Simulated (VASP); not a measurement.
Set up this calculation in VASP 6.6.1, as the native input.

- Task: single point
- Functional: r2SCAN
- Potentials or basis: VASP PAW PBE potentials, release 64 (K_sv, Ta_sv_GW, O)
- Cutoff: 660 eV
- k mesh: 6 × 6 × 6
- Occupations: gaussian, width 0.05 eV
- Spin: no spin polarisation
- Dipole correction: no
- Further INCAR settings: ALGO = Normal; EDIFF = 1e-06; NBANDS = 28

The system is KTaO3.

```xyz
5
Lattice="3.9240 0.0000 0.0000 0.0000 3.9240 0.0000 0.0000 0.0000 4.1202" Properties=species:S:1:pos:R:3 pbc="T T T"
K     1.9620    1.9620    2.0601
Ta    0.0000    0.0000    0.0000
O     1.9620    0.0000    0.0000
O     0.0000    1.9620    0.0000
O     0.0000    0.0000    2.0601
```

This cell differs from its parent crystal: ratio of the length along z to the lengths across it x 1.05, volume and fractional coordinates fixed.

One way to write it, as run:

POSCAR

```
KTaO3
1.0
    3.9239613299      0.0000000000      0.0000000000
    0.0000000000      3.9239613299      0.0000000000
    0.0000000000      0.0000000000      4.1201593964
K Ta O
1 1 3
Direct
    0.5000000000      0.5000000000      0.5000000000
    0.0000000000      0.0000000000      0.0000000000
    0.5000000000      0.0000000000      0.0000000000
    0.0000000000      0.5000000000      0.0000000000
    0.0000000000      0.0000000000      0.5000000000
```

INCAR.step1

```
  PREC = Accurate
  ENCUT = 660
  ISMEAR = 0
  SIGMA = 0.05
  LREAL = F
  LASPH = T
  NELM = 120
  NBANDS = 28
  GGA = PE
  ALGO = Normal
  EDIFF = 1E-5
  LWAVE = T
  LCHARG = F
  GGA_COMPAT = F
```

INCAR.step2

```
  PREC = Accurate
  ENCUT = 660
  EDIFF = 1E-6
  ISMEAR = 0
  SIGMA = 0.05
  LREAL = F
  LASPH = T
  NELM = 120
  ALGO = Normal
  ISIF = 2
  LWAVE = F
  LCHARG = F
  METAGGA = R2SCAN
  LMIXTAU = T
  NBANDS = 28
  ISTART = 1
  GGA_COMPAT = F
```

KPOINTS

```
regular mesh
0
Gamma
  6 6 6
```

Potentials or basis: VASP PAW PBE potentials, release 64 (K_sv, Ta_sv_GW, O).

Run with:

```console
$ cat potpaw_PBE.64/K_sv/POTCAR potpaw_PBE.64/Ta_sv_GW/POTCAR potpaw_PBE.64/O/POTCAR > POTCAR
$ cp INCAR.step1 INCAR
$ mpirun -np 1 vasp_std > vasp.out
$ cp INCAR.step2 INCAR
$ mpirun -np 1 vasp_std > vasp.out
```

Results of the run:

```json
{
 "Pressure": "1.2 GPa",
 "Band gap on the k mesh": "2.55 eV (least direct gap 3.16 eV)"
}
```

Caveat: the PAW data sets were made with another functional, which shifts forces and pressure a little; spin-orbit coupling is left out, which moves the levels of the heavy elements.

It took 3.8 min on 1 thread of Intel(R) Xeon(R) Platinum 8488C (Sapphire Rapids) (shared host), peak memory 0.29 GiB.
